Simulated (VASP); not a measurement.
# Si (a cell with a defect) in VASP: relaxation of the atoms with PBE

Aim: the relaxation of the atoms of Si (a cell with a defect) with PBE.

Program: VASP 6.6.1. These are calculated values, not measurements. Logs are shortened: lines on timing, memory, paths and dates and some standing lists are left out, and cuts for length are marked.

## 1. The cell of the first run

The cell holds a defect, 17 atoms: a = 7.679 Å, b = 7.679 Å, c = 7.679 Å, α = 60.00°, β = 60.00°, γ = 60.00°.

## 2. Relaxation of the atoms, PBE

Input file INCAR:

```
  PREC = Accurate
  ENCUT = 520
  EDIFF = 1E-7
  ISMEAR = -1
  SIGMA = 0.05
  LREAL = Auto
  LASPH = True
  NELM = 100
  ALGO = Normal
  ISIF = 2
  LWAVE = False
  LCHARG = False
  GGA = PE
  IBRION = 2
  NSW = 80
  EDIFFG = -0.03
```

Input file KPOINTS:

```
Automatic mesh
0
Gamma
  2 2 2
```

Input file POSCAR:

```
Si
1.0
    0.0000000000      5.4300000000      5.4300000000
    5.4300000000      0.0000000000      5.4300000000
    5.4300000000      5.4300000000      0.0000000000
Si
17
Direct
    0.0000000000      0.0000000000      0.0000000000
    0.1250000000      0.1250000000      0.1250000000
    0.0000000000      0.0000000000      0.5000000000
    0.1250000000      0.1250000000      0.6250000000
    0.0000000000      0.5000000000      0.0000000000
    0.1250000000      0.6250000000      0.1250000000
    0.0000000000      0.5000000000      0.5000000000
    0.1250000000      0.6250000000      0.6250000000
    0.5000000000      0.0000000000      0.0000000000
    0.6250000000      0.1250000000      0.1250000000
    0.5000000000      0.0000000000      0.5000000000
    0.6250000000      0.1250000000      0.6250000000
    0.5000000000      0.5000000000      0.0000000000
    0.6250000000      0.6250000000      0.1250000000
    0.5000000000      0.5000000000      0.5000000000
    0.6250000000      0.6250000000      0.6250000000
    0.2413789000      0.2529692000      0.7491554000
```

Potentials or basis: VASP PAW PBE potentials, release 64 (Si).

On the command line:

```sh
cat potpaw_PBE.64/Si/POTCAR > POTCAR
mpirun -np 1 vasp_std > vasp.out
```

OUTCAR:

```text
PREC = Accurate
   ENCUT = 520
   EDIFF = 1E-7
   ISMEAR = -1
   LREAL = Auto
   LASPH = True
   NELM = 100
   ISIF = 2
   GGA = PE
   IBRION = 2
   NSW = 80
   EDIFFG = -0.03

 ion  position               nearest neighbor table
   1  0.000  0.000  0.000-   2 2.35   4 2.35   6 2.35  10 2.35  17 2.68
   2  0.125  0.125  0.125-   1 2.35   3 2.35   5 2.35   9 2.35  17 2.36
   3  0.000  0.000  0.500-   2 2.35   4 2.35   8 2.35  12 2.35
   4  0.125  0.125  0.625-  17 2.31   3 2.35   7 2.35  11 2.35   1 2.35
   5  0.000  0.500  0.000-   2 2.35   6 2.35   8 2.35  14 2.35  17 2.70
   6  0.125  0.625  0.125-   1 2.35   5 2.35   7 2.35  13 2.35
   7  0.000  0.500  0.500-   4 2.35   6 2.35   8 2.35  16 2.35  17 2.66
   8  0.125  0.625  0.625-  17 2.33   5 2.35   7 2.35  15 2.35   3 2.35
   9  0.500  0.000  0.000-   2 2.35  10 2.35  12 2.35  14 2.35  17 2.77
  10  0.625  0.125  0.125-   1 2.35   9 2.35  11 2.35  13 2.35
  11  0.500  0.000  0.500-   4 2.35  10 2.35  12 2.35  16 2.35  17 2.73
  12  0.625  0.125  0.625-   3 2.35   9 2.35  11 2.35  15 2.35  17 2.41
  13  0.500  0.500  0.000-   6 2.35  10 2.35  14 2.35  16 2.35
  14  0.625  0.625  0.125-   5 2.35   9 2.35  13 2.35  15 2.35
  15  0.500  0.500  0.500-   8 2.35  12 2.35  14 2.35  16 2.35  17 2.75
  16  0.625  0.625  0.625-   7 2.35  11 2.35  13 2.35  15 2.35
  17  0.241  0.253  0.749-   4 2.31   8 2.33   2 2.36  12 2.41   7 2.66   1 2.68   5 2.70  11 2.73
                            15 2.75   9 2.77

  LATTYP: Found a face centered cubic cell.
 ALAT       =    10.8600000000

  Lattice vectors:

 A1 = (   0.0000000000,   5.4300000000,   5.4300000000)
 A2 = (   5.4300000000,   0.0000000000,   5.4300000000)
 A3 = (   5.4300000000,   5.4300000000,   0.0000000000)

Analysis of symmetry for initial positions (statically):
=====================================================================
 Subroutine PRICEL returns:
 Original cell was already a primitive cell.

 Routine SETGRP: Setting up the symmetry group for a
 face centered cubic supercell.

 Subroutine GETGRP returns: Found  1 space group operations
 (whereof  1 operations were pure point group operations)
 out of a pool of 48 trial point group operations.

The static configuration has the point symmetry C_1 .

Analysis of symmetry for dynamics (positions and initial velocities):
=====================================================================
 Subroutine PRICEL returns:
 Original cell was already a primitive cell.

 Routine SETGRP: Setting up the symmetry group for a
 face centered cubic supercell.

 Subroutine GETGRP returns: Found  1 space group operations
 (whereof  1 operations were pure point group operations)
 out of a pool of 48 trial point group operations.

The dynamic configuration has the point symmetry C_1 .

 Subroutine INISYM returns: Found  1 space group operations
 (whereof  1 operations are pure point group operations),
 and found     1 'primitive' translations

----------------------------------------------------------------------------------------

                                     Primitive cell

  volume of cell :     320.2060

  direct lattice vectors                    reciprocal lattice vectors
     0.000000000  5.430000000  5.430000000    -0.092081031  0.092081031  0.092081031
     5.430000000  0.000000000  5.430000000     0.092081031 -0.092081031  0.092081031
     5.430000000  5.430000000  0.000000000     0.092081031  0.092081031 -0.092081031

  length of vectors
     7.679179644  7.679179644  7.679179644     0.159489025  0.159489025  0.159489025

  position of ions in fractional coordinates (direct lattice)
     0.000000000  0.000000000  0.000000000
     0.125000000  0.125000000  0.125000000
     0.000000000  0.000000000  0.500000000
     0.125000000  0.125000000  0.625000000
     0.000000000  0.500000000  0.000000000
     0.125000000  0.625000000  0.125000000
[... 9 lines left out ...]
     0.625000000  0.625000000  0.625000000
     0.241378900  0.252969200  0.749155400

  ion indices of the primitive-cell ions
   primitive index   ion index
                 1           1
                 2           2
                 3           3
                 4           4
                 5           5
                 6           6
[... 9 lines left out ...]
                16          16
                17          17

----------------------------------------------------------------------------------------

 KPOINTS: Automatic mesh

Automatic generation of k-mesh.
 Grid dimensions read from file:
 generate k-points for:    2    2    2

 Generating k-lattice:

  Cartesian coordinates                     Fractional coordinates (reciprocal lattice)
    -0.046040516  0.046040516  0.046040516     0.500000000  0.000000000  0.000000000
     0.046040516 -0.046040516  0.046040516     0.000000000  0.500000000  0.000000000
     0.046040516  0.046040516 -0.046040516     0.000000000  0.000000000  0.500000000

  Length of vectors
     0.079744512  0.079744512  0.079744512

  Shift w.r.t. Gamma in fractional coordinates (k-lattice)
     0.000000000  0.000000000  0.000000000

 Subroutine IBZKPT returns following result:
 ===========================================

 Found      8 irreducible k-points:

 Following reciprocal coordinates:
            Coordinates               Weight
  0.000000  0.000000  0.000000      1.000000
  0.500000  0.000000  0.000000      1.000000
  0.000000  0.500000  0.000000      1.000000
  0.000000  0.000000  0.500000      1.000000
  0.500000  0.500000  0.500000      1.000000
  0.500000  0.500000  0.000000      1.000000
  0.000000  0.500000  0.500000      1.000000
  0.500000  0.000000  0.500000      1.000000
   k-points           NKPTS =      8   k-points in BZ     NKDIM =      8   number of bands    NBANDS=     43
   number of dos      NEDOS =    301   number of ions     NIONS =     17
   total plane-waves  NPLWV = 216000
   dimension x,y,z NGX =    60 NGY =   60 NGZ =   60
   dimension x,y,z NGXF=   120 NGYF=  120 NGZF=  120
   ions per type =              17
   NGX,Y,Z   is equivalent  to a cutoff of  12.99, 12.99, 12.99 a.u.
   NGXF,Y,Z  is equivalent  to a cutoff of  25.98, 25.98, 25.98 a.u.
 SYSTEM =  unknown system
   PREC   = accura    normal or accurate (medium, high low for compatibility)
   ISTART =      0    job   : 0-new  1-cont  2-samecut
   ICHARG =      2    charge: 1-file 2-atom 10-const
   ISPIN  =      1    spin polarized calculation?
   LNONCOLLINEAR =      F non collinear calculations
   LSORBIT =      F    spin-orbit coupling
   LASPH  =      T    aspherical Exc in radial PAW
   ENCUT  =  520.0 eV  38.22 Ry    6.18 a.u.  14.28 14.28 14.28*2*pi/ulx,y,z
   NELM   =    100;   NELMIN=  2; NELMDL= -5     # of ELM steps
   EDIFF  = 0.1E-06   stopping-criterion for ELM
   LREAL  =      T    real-space projection
   EDIFFG = -.3E-01   stopping-criterion for IOM
   NSW    =     80    number of steps for IOM
   IBRION =      2    ionic relax: 0-MD 1-quasi-New 2-CG
   NFREE  =      1    steps in history (QN), initial steepest desc. (CG)
   ISIF   =      2    stress and relaxation
   ISYM   =      2    0-nonsym 1-usesym 2-fastsym
   POTIM  = 0.5000    time-step for ionic-motion
   TEBEG  =    0.0;   TEEND  =   0.0 temperature during run
   PSTRESS=    0.0 pullay stress
   NELECT =      68.0000    total number of electrons
   NUPDOWN=      -1.0000    fix difference up-down
   EMIN   =  10.00;   EMAX   =-10.00  energy-range for DOS
   EFERMI =   0.00;   METHOD = LEGACY
   ISMEAR =    -1;   SIGMA  =   0.05  broadening in eV -4-tet -1-fermi 0-gaus
   EFERMI_NEDOS =   21; number of points for ismear=-14 and -15
   IALGO  =     38    algorithm
   IMIX   =      4    mixing-type and parameters
     AMIX     =   0.40;   BMIX     =  1.00
     AMIX_MAG =   1.60;   BMIX_MAG =  1.00
  volume/ion in A,a.u.               =      18.84       127.11
  Fermi-wavevector in a.u.,A,eV,Ry     =   0.976715  1.845724 12.979587  0.953973
  Thomas-Fermi vector in A             =   2.107356
   LORBIT       =      0    0 simple, 1 ext, 2 COOP (PROOUT), +10 PAW based schemes
   GGA     = PE    functional components
   LHFCALC =     F    Hartree Fock is set to
   AEXX    =    0.0000 exact exchange contribution
   IVDW    =     0    specifies the selected vdW correction
   LEPSILON=     F    determine dielectric tensor
   LRPA    =     F    only Hartree local field effects (RPA)
 conjugate gradient relaxation of ions
 non-spin polarized calculation
  energy-cutoff  :      520.00
  volume of cell :      320.21
 maximum number of plane-waves:      8646
 NGX is ok and might be reduce to    60
   NGX = 29   NGY = 29   NGZ = 29

--------------------------------------- Ionic step        1  -------------------------------------------

 number of electron      68.0000004 magnetization

 Free energy of the ion-electron system (eV)
  ---------------------------------------------------
  ext. energy  EPLUGINS =         0.00000000
  ---------------------------------------------------
  free energy    TOTEN  =       -87.87622823 eV

  energy without entropy =      -87.84360869  energy(sigma->0) =      -87.85991846

------------------------ aborting loop because EDIFF is reached ----------------------------------------

  FORCE on cell =-STRESS in cart. coord.  units (eV):
  Direction    XX          YY          ZZ          XY          YZ          ZX
  --------------------------------------------------------------------------------------
  -------------------------------------------------------------------------------------
  Total       11.6730683     11.6732993     11.6738145      0.3845893     -0.1195158      0.6546994
  in kB       58.4071647     58.4083207     58.4108982      1.9243245     -0.5980072      3.2758429
  external PRESSURE =      58.4087945 kB  Pullay stress =       0.0000000 kB
[... 291 lines left out ...]
  energy  without entropy=      -87.9787814293  energy(sigma->0) =      -87.99583426

--------------------------------------- Ionic step        7  -------------------------------------------

 number of electron      68.0000000 magnetization

 Free energy of the ion-electron system (eV)
  ---------------------------------------------------
  ext. energy  EPLUGINS =         0.00000000
  ---------------------------------------------------
  free energy    TOTEN  =       -88.01297887 eV

  energy without entropy =      -87.97891112  energy(sigma->0) =      -87.99594500

 E-fermi :   6.8804     XC(G=0):  -9.6751

 val. band max:        6.6804053088   @ k =   0.0000   0.0000   0.0000
 cond. band min:       6.9255124139   @ k =   0.0000   0.5000   0.5000
 fundamental gap:      0.2451071052
 Fermi energy:         6.8804034897

 k-point     1 :       0.0000    0.0000    0.0000
  band No.  band energies     occupation
      1      -6.3194      2.00000
      2      -3.7774      2.00000
      3      -3.6283      2.00000
      4      -3.6276      2.00000
      5      -3.6259      2.00000
      6      -2.8110      2.00000
[... 401 lines left out ...]
  FREE ENERGIE OF THE ION-ELECTRON SYSTEM (eV)
  ---------------------------------------------------
  free  energy   TOTEN  =       -88.0129788679 eV

  energy  without entropy=      -87.9789111226  energy(sigma->0) =      -87.99594500

 reached required accuracy - stopping structural energy minimisation
```

Wall time 24 min (1 thread of Intel Xeon 8259CL, shared host); peak memory 0.54 GiB.

Results:

```
Free energy                  : -88.0130 eV
Energy gained by relaxing    : 8.0 meV/atom
Ionic steps                  : 7
Pressure after relaxing      : 5.3 GPa
Largest force after relaxing : 0.024 eV/Å
Band gap on the k mesh       : zero (bands 34 and 35 overlap by 0.25 eV)
```

Forces on the atoms (eV/Å):
```
Si  -0.010 -0.004  0.006
Si   0.013  0.000 -0.016
Si  -0.005  0.007  0.005
Si   0.008 -0.005  0.000
Si  -0.007  0.000  0.007
Si   0.012 -0.008 -0.010
Si  -0.005  0.008 -0.001
Si   0.005 -0.012 -0.004
Si   0.008 -0.005 -0.006
Si  -0.004  0.006  0.002
Si   0.007 -0.013 -0.015
Si  -0.018  0.010  0.013
Si   0.000  0.004  0.002
Si  -0.003  0.003  0.002
Si   0.013 -0.009 -0.004
Si  -0.008  0.000  0.008
Si  -0.008  0.018  0.011
```

Step by step:
```tsv
step	energy change (eV)	largest force (eV/Å)	pressure (GPa)
1	0.0000	1.1391	5.84
2	-0.1315	0.1658	5.33
3	-0.1323	0.1761	5.30
4	-0.1358	0.0876	5.30
5	-0.1358	0.0919	5.30
6	-0.1367	0.0449	5.31
7	-0.1368	0.0243	5.31
```

Final structure:
```
Si
1.0
     0.00000    5.43000    5.43000
     5.43000    0.00000    5.43000
     5.43000    5.43000    0.00000
Si
17
Direct
  0.99683 0.99693 0.00301
  0.12301 0.12286 0.13129
  0.99786 0.00074 0.49981
  0.12240 0.12224 0.62228
  0.99684 0.50315 0.00304
  0.12677 0.62442 0.12434
  0.99679 0.50311 0.49686
  0.12269 0.63222 0.62258
  0.50286 0.99702 0.00306
  0.62434 0.12651 0.12452
  0.50282 0.99698 0.49694
  0.62941 0.12353 0.62355
  0.50009 0.49997 0.00000
  0.62439 0.62462 0.12456
  0.50284 0.50315 0.49697
  0.62428 0.62454 0.62659
  0.24715 0.25099 0.74979
```

Caveat: the k points lie up to 0.50 Å⁻¹ apart.
